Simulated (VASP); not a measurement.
# Te (P3_121) in VASP: settings compared, part 3 of 3

VASP 6.6.1.

## (6) Relaxation of the atoms, PBE

This run uses another cell than the first one, of 33.25 Å³/atom.

Input file INCAR:

```
SYSTEM = Te
ALGO = Normal
EDIFF = 1E-6
EDIFFG = -0.01
ENCUT = 520
GGA = PE
IBRION = 2
ISIF = 2
ISMEAR = -1
LASPH = .True.
LCHARG = .False.
LREAL = .False.
LWAVE = .False.
NELM = 100
NSW = 60
PREC = Accurate
SIGMA = 0.05
```

Input file KPOINTS:

```
k-points
0
Gamma
  6 6 4
  0 0 0
```

Input file POSCAR:

```
Te
1.0
    4.4094600000      0.0000000000      0.0000000000
   -2.2047300000      3.8187043770      0.0000000000
    0.0000000000      0.0000000000      5.9240000000
Te
3
Direct
    0.7310000000      0.7310000000      0.0000000000
    0.0000000000      0.2690000000      0.6666666667
    0.2690000000      0.0000000000      0.3333333333
```

Potentials or basis: VASP PAW PBE potentials, release 64 (Te).

On the command line:

```console
> cat potpaw_PBE.64/Te/POTCAR > POTCAR
> mpirun -np 1 vasp_std > vasp.out
```

OUTCAR:

```text
SYSTEM = Te
   EDIFF = 1E-6
   EDIFFG = -0.01
   ENCUT = 520
   GGA = PE
   IBRION = 2
   ISIF = 2
   ISMEAR = -1
   LASPH = .True.
   LREAL = .False.
   NELM = 100
   NSW = 60
   PREC = Accurate

 ion  position               nearest neighbor table
   1  0.731  0.731  0.000-   3 2.85   2 2.85   3 3.45   2 3.45   2 3.45   3 3.45
   2  0.000  0.269  0.667-   1 2.85   3 2.85   1 3.45   1 3.45   3 3.45   3 3.45
   3  0.269  0.000  0.333-   1 2.85   2 2.85   1 3.45   1 3.45   2 3.45   2 3.45

  LATTYP: Found a hexagonal cell.
 ALAT       =     4.4094600000
 C/A-ratio  =     1.3434751648

  Lattice vectors:

 A1 = (   4.4094600000,   0.0000000000,   0.0000000000)
 A2 = (  -2.2047300000,   3.8187043770,   0.0000000000)
 A3 = (   0.0000000000,   0.0000000000,   5.9240000000)

Analysis of symmetry for initial positions (statically):
=====================================================================
 Subroutine PRICEL returns:
 Original cell was already a primitive cell.

 Routine SETGRP: Setting up the symmetry group for a
 hexagonal supercell.

 Subroutine GETGRP returns: Found  6 space group operations
 (whereof  2 operations were pure point group operations)
 out of a pool of 24 trial point group operations.

The static configuration has the point symmetry C_2 .
 The point group associated with its full space group is D_3 .

Analysis of symmetry for dynamics (positions and initial velocities):
=====================================================================
 Subroutine PRICEL returns:
 Original cell was already a primitive cell.

 Routine SETGRP: Setting up the symmetry group for a
 hexagonal supercell.

 Subroutine GETGRP returns: Found  6 space group operations
 (whereof  2 operations were pure point group operations)
 out of a pool of 24 trial point group operations.

The dynamic configuration has the point symmetry C_2 .
 The point group associated with its full space group is D_3 .

 Subroutine INISYM returns: Found  6 space group operations
 (whereof  2 operations are pure point group operations),
 and found     1 'primitive' translations

----------------------------------------------------------------------------------------

                                     Primitive cell

  volume of cell :      99.7508

  direct lattice vectors                    reciprocal lattice vectors
     4.409460000  0.000000000  0.000000000     0.226785139  0.130934461  0.000000000
    -2.204730000  3.818704377  0.000000000     0.000000000  0.261868922  0.000000000
     0.000000000  0.000000000  5.924000000     0.000000000  0.000000000  0.168804862

  length of vectors
     4.409460000  4.409460000  5.924000000     0.261868922  0.261868922  0.168804862

  position of ions in fractional coordinates (direct lattice)
     0.731000000  0.731000000  0.000000000
     1.000000000  0.269000000  0.666666667
     0.269000000  0.000000000  0.333333333

  ion indices of the primitive-cell ions
   primitive index   ion index
                 1           1
                 2           2
                 3           3

----------------------------------------------------------------------------------------

 KPOINTS: k-points

Automatic generation of k-mesh.
 Grid dimensions read from file:
 generate k-points for:    6    6    4

 Generating k-lattice:

  Cartesian coordinates                     Fractional coordinates (reciprocal lattice)
     0.037797523  0.021822410  0.000000000     0.166666667  0.000000000  0.000000000
     0.000000000  0.043644820  0.000000000     0.000000000  0.166666667  0.000000000
     0.000000000  0.000000000  0.042201215     0.000000000  0.000000000  0.250000000

  Length of vectors
     0.043644820  0.043644820  0.042201215

  Shift w.r.t. Gamma in fractional coordinates (k-lattice)
     0.000000000  0.000000000  0.000000000

 Subroutine IBZKPT returns following result:
 ===========================================

 Found     24 irreducible k-points:

 Following reciprocal coordinates:
            Coordinates               Weight
  0.000000  0.000000  0.000000      1.000000
  0.166667 -0.000000  0.000000      6.000000
  0.333333 -0.000000  0.000000      6.000000
  0.500000 -0.000000  0.000000      3.000000
  0.166667  0.166667  0.000000      6.000000
  0.333333  0.166667  0.000000     12.000000
[... 16 lines left out ...]
  0.333333  0.166667  0.500000     12.000000
  0.333333  0.333333  0.500000      2.000000
   k-points           NKPTS =     24   k-points in BZ     NKDIM =     24   number of bands    NBANDS=     13
   number of dos      NEDOS =    301   number of ions     NIONS =      3
   total plane-waves  NPLWV =  62208
   dimension x,y,z NGX =    36 NGY =   36 NGZ =   48
   dimension x,y,z NGXF=    72 NGYF=   72 NGZF=   96
   ions per type =               3
   NGX,Y,Z   is equivalent  to a cutoff of  13.57, 13.57, 13.47 a.u.
   NGXF,Y,Z  is equivalent  to a cutoff of  27.15, 27.15, 26.94 a.u.
 SYSTEM =  Te
   PREC   = accura    normal or accurate (medium, high low for compatibility)
   ISTART =      0    job   : 0-new  1-cont  2-samecut
   ICHARG =      2    charge: 1-file 2-atom 10-const
   ISPIN  =      1    spin polarized calculation?
   LNONCOLLINEAR =      F non collinear calculations
   LSORBIT =      F    spin-orbit coupling
   LASPH  =      T    aspherical Exc in radial PAW
   ENCUT  =  520.0 eV  38.22 Ry    6.18 a.u.   8.20  8.20 11.01*2*pi/ulx,y,z
   NELM   =    100;   NELMIN=  2; NELMDL= -5     # of ELM steps
   EDIFF  = 0.1E-05   stopping-criterion for ELM
   LREAL  =      F    real-space projection
   EDIFFG = -.1E-01   stopping-criterion for IOM
   NSW    =     60    number of steps for IOM
   IBRION =      2    ionic relax: 0-MD 1-quasi-New 2-CG
   NFREE  =      1    steps in history (QN), initial steepest desc. (CG)
   ISIF   =      2    stress and relaxation
   ISYM   =      2    0-nonsym 1-usesym 2-fastsym
   POTIM  = 0.5000    time-step for ionic-motion
   TEBEG  =    0.0;   TEEND  =   0.0 temperature during run
   PSTRESS=    0.0 pullay stress
   NELECT =      18.0000    total number of electrons
   NUPDOWN=      -1.0000    fix difference up-down
   EMIN   =  10.00;   EMAX   =-10.00  energy-range for DOS
   EFERMI =   0.00;   METHOD = LEGACY
   ISMEAR =    -1;   SIGMA  =   0.05  broadening in eV -4-tet -1-fermi 0-gaus
   EFERMI_NEDOS =   21; number of points for ismear=-14 and -15
   IALGO  =     38    algorithm
   IMIX   =      4    mixing-type and parameters
     AMIX     =   0.40;   BMIX     =  1.00
     AMIX_MAG =   1.60;   BMIX_MAG =  1.00
  volume/ion in A,a.u.               =      33.25       224.38
  Fermi-wavevector in a.u.,A,eV,Ry     =   0.925110  1.748205 11.644261  0.855829
  Thomas-Fermi vector in A             =   2.050929
   LORBIT       =      0    0 simple, 1 ext, 2 COOP (PROOUT), +10 PAW based schemes
   GGA     = PE    functional components
   LHFCALC =     F    Hartree Fock is set to
   AEXX    =    0.0000 exact exchange contribution
   IVDW    =     0    specifies the selected vdW correction
   LEPSILON=     F    determine dielectric tensor
   LRPA    =     F    only Hartree local field effects (RPA)
 conjugate gradient relaxation of ions
 non-spin polarized calculation
  energy-cutoff  :      520.00
  volume of cell :       99.75
 maximum number of plane-waves:      2712
 NGX is ok and might be reduce to    36
   NGX = 17   NGY = 17   NGZ = 23

--------------------------------------- Ionic step        1  -------------------------------------------

 number of electron      17.9999999 magnetization

 Free energy of the ion-electron system (eV)
  ---------------------------------------------------
  ext. energy  EPLUGINS =         0.00000000
  ---------------------------------------------------
  free energy    TOTEN  =        -9.39077178 eV

  energy without entropy =       -9.38864527  energy(sigma->0) =       -9.38970852

------------------------ aborting loop because EDIFF is reached ----------------------------------------

  FORCE on cell =-STRESS in cart. coord.  units (eV):
  Direction    XX          YY          ZZ          XY          YZ          ZX
  --------------------------------------------------------------------------------------
  -------------------------------------------------------------------------------------
  Total        1.3638756      1.3638756      1.7589529      0.0000000      0.0000000      0.0000000
  in kB       21.9062901     21.9062901     28.2519413      0.0000000      0.0000000      0.0000000
  external PRESSURE =      24.0215072 kB  Pullay stress =       0.0000000 kB
[... 96 lines left out ...]
  energy  without entropy=       -9.4027107028  energy(sigma->0) =       -9.40384023

--------------------------------------- Ionic step        4  -------------------------------------------

 number of electron      17.9999999 magnetization

 Free energy of the ion-electron system (eV)
  ---------------------------------------------------
  ext. energy  EPLUGINS =         0.00000000
  ---------------------------------------------------
  free energy    TOTEN  =        -9.40527353 eV

  energy without entropy =       -9.40308256  energy(sigma->0) =       -9.40417805

 E-fermi :   6.3270     XC(G=0):  -9.1758

 val. band max:        6.2412530832   @ k =   0.3333   0.3333   0.5000
 cond. band min:       6.3711395536   @ k =   0.3333   0.3333   0.5000
 fundamental gap:      0.1298864703
 Fermi energy:         6.3270406840

 k-point     1 :       0.0000    0.0000    0.0000
  band No.  band energies     occupation
      1      -7.4594      2.00000
      2      -4.1464      2.00000
      3      -4.1464      2.00000
      4       3.2086      2.00000
      5       3.5538      2.00000
      6       3.5538      2.00000
      7       4.4818      2.00000
      8       4.4818      2.00000
      9       5.1858      2.00000
     10       7.2123      0.00000
     11       7.2123      0.00000
     12       7.8017      0.00000
     13      11.1782      0.00000
[... 396 lines left out ...]
  FREE ENERGIE OF THE ION-ELECTRON SYSTEM (eV)
  ---------------------------------------------------
  free  energy   TOTEN  =        -9.4052735303 eV

  energy  without entropy=       -9.4030825615  energy(sigma->0) =       -9.40417805

 reached required accuracy - stopping structural energy minimisation
```

OSZICAR:

```text
N       E                     dE             d eps       ncg     rms          rms(c)
DAV:   1     0.780633790778E+02    0.78063E+02   -0.66010E+03   624   0.111E+03
DAV:   2    -0.401425175680E+01   -0.82078E+02   -0.78997E+02   839   0.155E+02
DAV:   3    -0.930963016366E+01   -0.52954E+01   -0.52581E+01   754   0.454E+01
[... 26 lines left out ...]
DAV:   1    -0.940511106545E+01   -0.14091E-03   -0.43229E-02   624   0.121E+00    0.117E-01
DAV:   2    -0.940526789686E+01   -0.15683E-03   -0.17300E-03   724   0.279E-01    0.327E-02
DAV:   3    -0.940527062678E+01   -0.27299E-05   -0.19580E-05   684   0.373E-02    0.199E-02
DAV:   4    -0.940527314198E+01   -0.25152E-05   -0.23154E-06   501   0.108E-02    0.493E-03
DAV:   5    -0.940527353027E+01   -0.38828E-06   -0.29771E-07   312   0.431E-03
   4 F= -.94052735E+01 E0= -.94041780E+01  d E =-.145017E-01
```

Run time: 61 s. Hardware: 1 thread of Intel Xeon Platinum 8124M at 3.00GHz (Skylake/Cascade Lake), shared host; peak memory 0.24 GiB.

Results:

| Quantity | Value |
| --- | --- |
| Free energy | -9.4053 eV |
| Energy gained by relaxing | 4.8 meV/atom |
| Ionic steps | 4 |
| Pressure after relaxing | 1.4 GPa |
| Largest force after relaxing | 0.003 eV/Å |
| Band gap on the k mesh | 0.13 eV |

Forces on the atoms (eV/Å):
```
Te   0.002  0.003  0.000
Te   0.002 -0.003  0.000
Te  -0.003  0.000  0.000
```

Step by step:
```tsv
step	energy change (eV)	largest force (eV/Å)	pressure (GPa)
1	0.0000	0.2492	2.40
2	-0.0075	0.1685	2.10
3	-0.0142	0.0320	1.31
4	-0.0145	0.0032	1.42
```

Final structure:
```xyz
3
Lattice="4.4095 0.0000 0.0000 -2.2047 3.8187 0.0000 0.0000 0.0000 5.9240" Properties=species:S:1:pos:R:3 pbc="T T T"
Te    1.5909    2.7556    0.0000
Te   -0.6138    1.0631    3.9493
Te    1.2276    0.0000    1.9747
```

Caveat: semilocal functionals underestimate gaps, and a narrow one can read as zero; spin-orbit coupling is left out, which moves the levels of the heavy elements.

## (7) Overview

| task | level | cell | k mesh | cutoff (eV) | gap on the mesh (eV) | pressure (GPa) | relaxed volume (Å³/atom) | largest force (eV/Å) |
| --- | --- | --- | --- | --- | --- | --- | --- | --- |
| single point | PBE | a = 4.522, b = 4.522, c = 5.954 Å, angles 90.0, 90.0, 120.0°, 3 atoms, atomic positions A | 7 × 7 × 5 | 520 | 0.62 | 0.0 | - | 0.01 |
| relaxation of cell and atoms | PBE | relaxed from a = 4.454, b = 4.454, c = 5.924 Å, angles 90.0, 90.0, 120.0°, 3 atoms, atomic positions B | 7 × 7 × 5 | 600 | 0.60 | 0.0 | 35.10 | 0.01 |
| relaxation of cell and atoms | PBE+D3(BJ) | relaxed from a = 4.454, b = 4.454, c = 5.924 Å, angles 90.0, 90.0, 120.0°, 3 atoms, atomic positions B | 7 × 7 × 5 | 600 | 0.49 | 0.0 | 32.11 | 0.01 |
| relaxation of cell and atoms | PBE+D4 | relaxed from a = 4.454, b = 4.454, c = 5.924 Å, angles 90.0, 90.0, 120.0°, 3 atoms, atomic positions B | 7 × 7 × 5 | 600 | 0.49 | 0.0 | 32.07 | 0.01 |
| relaxation of the atoms | PBE | atoms relaxed from a = 4.409, b = 4.409, c = 5.924 Å, angles 90.0, 90.0, 120.0°, 3 atoms, atomic positions B | 6 × 6 × 4 | 520 | 0.13 | 1.4 | - | - |

Alike in all rows: potentials or basis VASP PAW PBE potentials, release 64 (Te); no spin polarisation; smearing fermi-dirac 0.05 eV.

Caveats: semilocal functionals underestimate gaps, and a narrow one can read as zero; spin-orbit coupling is left out, which moves the levels of the heavy elements.

Total energies depend on the potentials used, so only differences within one code and one set of settings carry meaning.
